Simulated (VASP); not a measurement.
Input of a VASP 6.6.1 run:

The input POSCAR:

```
Ge
1.0
    0.0000000000      2.9702085000      2.8287700000
    2.9702085000      0.0000000000      2.8287700000
    2.9702085000      2.9702085000      0.0000000000
Ge
2
Direct
    0.5000000000      0.5000000000      0.5000000000
    0.7500000000      0.7500000000      0.7500000000
```

The input INCAR.step1:

```
PREC     = Accurate       # precision mode
ENCUT    = 520            # plane-wave cutoff, eV
ISMEAR   = 0              # smearing method
SIGMA    = 0.05           # smearing width, eV
LREAL    = F              # projectors in reciprocal space
LASPH    = T              # aspherical terms in the spheres
NELM     = 100            # most SCF steps
NBANDS   = 21             # bands
GGA      = PE             # functional
ALGO     = Normal         # electronic algorithm
EDIFF    = 1E-4           # SCF threshold, eV
LWAVE    = T              # write WAVECAR
LCHARG   = F              # write CHGCAR
```

The input INCAR.step2:

```
PREC     = Accurate       # precision mode
ENCUT    = 520            # plane-wave cutoff, eV
EDIFF    = 1E-6           # SCF threshold, eV
ISMEAR   = 0              # smearing method
SIGMA    = 0.05           # smearing width, eV
LREAL    = F              # projectors in reciprocal space
LASPH    = T              # aspherical terms in the spheres
NELM     = 100            # most SCF steps
ALGO     = Normal         # electronic algorithm
ISIF     = 2              # what is computed and relaxed
LWAVE    = F              # write WAVECAR
LCHARG   = F              # write CHGCAR
METAGGA  = R2SCAN         # meta-GGA
LMIXTAU  = T            
NBANDS   = 21             # bands
ISTART   = 1
```

Contents of KPOINTS:

```
regular mesh
0
Gamma
  10 10 10
```

Potentials or basis: VASP PAW PBE potentials, release 64 (Ge_d).

Command:

```console
$ cat potpaw_PBE.64/Ge_d/POTCAR > POTCAR
$ cp INCAR.step1 INCAR
$ mpirun -np 1 vasp_std > vasp.out
$ cp INCAR.step2 INCAR
$ mpirun -np 1 vasp_std > vasp.out
```

Question: What does it give for the band gap on the k mesh?

Answer: 0.19 eV (least direct gap 0.35 eV).

Question: What does it give for the pressure?

Answer: -5.0 GPa.

Stress tensor (GPa, compression positive):
```
-6.13  0.00  0.00
 0.00 -6.13  0.00
 0.00  0.00 -2.78
```

Caveat: the cell differs from its parent crystal (strain +0.050 along x and y, +0.000 along z); the cell stands under tension; the PAW data sets were made with another functional, which shifts forces and pressure a little. A k mesh can miss the band edges.
